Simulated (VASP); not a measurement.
Write the native input for VASP 6.6.1 that does the following.

```yaml
Task: single point
Functional: PBE
Potentials_or_basis: VASP PAW PBE potentials, release 64 (K_sv, Cl)
Cutoff: 520 eV
k_mesh: 6 × 6 × 6
Occupations: gaussian, width 0.01 eV
Spin: no spin polarisation
Dipole_correction: no
Further_INCAR_settings: ALGO = Normal; EDIFF = 1e-06; NBANDS = 15
```

The structure of KCl lies in POSCAR:

```
KCl
1.0
    0.0000000000      3.5072828382      3.5072828382
    3.5072828382      0.0000000000      3.5072828382
    3.5072828382      3.5072828382      0.0000000000
K Cl
1 1
Direct
    0.0000000000      0.0000000000      0.0000000000
    0.2500000000      0.2500000000      0.2500000000
```

The input as run:

INCAR

```
  PREC = Accurate
  ENCUT = 520
  EDIFF = 1E-6
  ISMEAR = 0
  SIGMA = 0.01
  LREAL = False
  LASPH = True
  NELM = 100
  ALGO = Normal
  ISIF = 2
  LWAVE = False
  LCHARG = False
  GGA = PE
  NBANDS = 15
```

KPOINTS

```
Automatic mesh
0
Gamma
  6 6 6
```

Potentials or basis: VASP PAW PBE potentials, release 64 (K_sv, Cl).

Launch:

```sh
$ cat potpaw_PBE.64/K_sv/POTCAR potpaw_PBE.64/Cl/POTCAR > POTCAR
$ mpirun -np 1 vasp_std > vasp.out
```

Results of the run:

```json
{
  "Pressure": "0.3 GPa",
  "Band gap on the k mesh": "4.77 eV, indirect (least direct gap 4.81 eV)"
}
```

It took 18 s on 1 thread of Intel(R) Xeon(R) Platinum 8559C (Emerald Rapids), on a shared host, peak memory 0.24 GiB.
